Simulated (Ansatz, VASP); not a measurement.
## One calculation of N, two programs

```
N
1.0
     7.64471    0.00000    0.00000
     0.00000    7.64471    0.00000
     0.00000    0.00000    7.64471
N
8
Direct
  0.04155 0.04155 0.04155
  0.45845 0.95845 0.54155
  0.54155 0.45845 0.95845
  0.95845 0.54155 0.45845
  0.95845 0.95845 0.95845
  0.54155 0.04155 0.45845
  0.45845 0.54155 0.04155
  0.04155 0.45845 0.54155
```

Alike in both runs: functional BLYP; k mesh 3 × 3 × 3; occupations fermi-dirac, width 0.05 eV; no spin polarisation.

Ansatz relaxed the structure, and its values are those at the end. VASP's run is a single point on that final structure, the one shown.

```csv
,VASP,Ansatz
version,VASP 6.6.1,Ansatz 0.2.0
potentials or method,"VASP PAW PBE potentials, release 64 (N), cutoff 520 eV","plane waves (420 eV) with PAW, scalar-relativistic"
valence electrons in the cell,40,40
```

```tsv
	VASP	Ansatz	Ansatz less VASP
pressure (GPa)	0.8	0.0	-0.77
rms of the force components (eV/Å)	0.950	0.005	-0.9450
```

VASP's potentials were made for PBE, not for BLYP. One of these differences is far larger than is usual between the two programs; its cause wasn't traced.

Noted on VASP's run: the standard files for N, O and F lose accuracy on very short bonds.
